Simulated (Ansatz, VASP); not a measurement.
**Al2Cu in VASP and in Ansatz**

```
CELL_PARAMETERS angstrom
2.86524 0.00000 0.00000
-1.43262 2.48137 0.00000
0.00000 0.00000 12.49989
ATOMIC_POSITIONS crystal
Al 0.33333 0.66667 0.00000
Al 0.66667 0.33333 0.81852
Al 0.66667 0.33333 0.18148
Al 0.66667 0.33333 0.50000
Cu 0.33333 0.66667 0.65790
Cu 0.33333 0.66667 0.34210
```

Alike in both runs: functional PBE; k mesh 6 × 6 × 2; occupations gaussian, width 0.1 eV; no spin polarisation.

Ansatz relaxed the structure, and its values are those at the end. VASP's run is a single point on that final structure, the one shown.

|  | VASP | Ansatz |
| --- | --- | --- |
| version | VASP 6.6.1 | Ansatz 0.2.0 |
| potentials or method | VASP PAW PBE potentials, release 64 (Al, Cu), cutoff 520 eV | scalar-relativistic, plane waves, PAW |
| valence electrons in the cell | 34 | 50 |

Ansatz gave:

- gap on the k mesh at the Fermi level (eV): none
- pressure (GPa): 0.1
- rms of the force components (eV/Å): 0.007

Question: Estimate VASP's values.

Answer: gap on the k mesh at the Fermi level (eV): none; pressure (GPa): 0.2; rms of the force components (eV/Å): 0.012.

A gap of «none» marks a metal or a gap that the smearing closes. VASP's potentials hold 34 valence electrons a cell and Ansatz's 50, so a difference there can come from the potentials and not from the codes.

The k mesh is coarse, so the values compare programs but aren't converged.
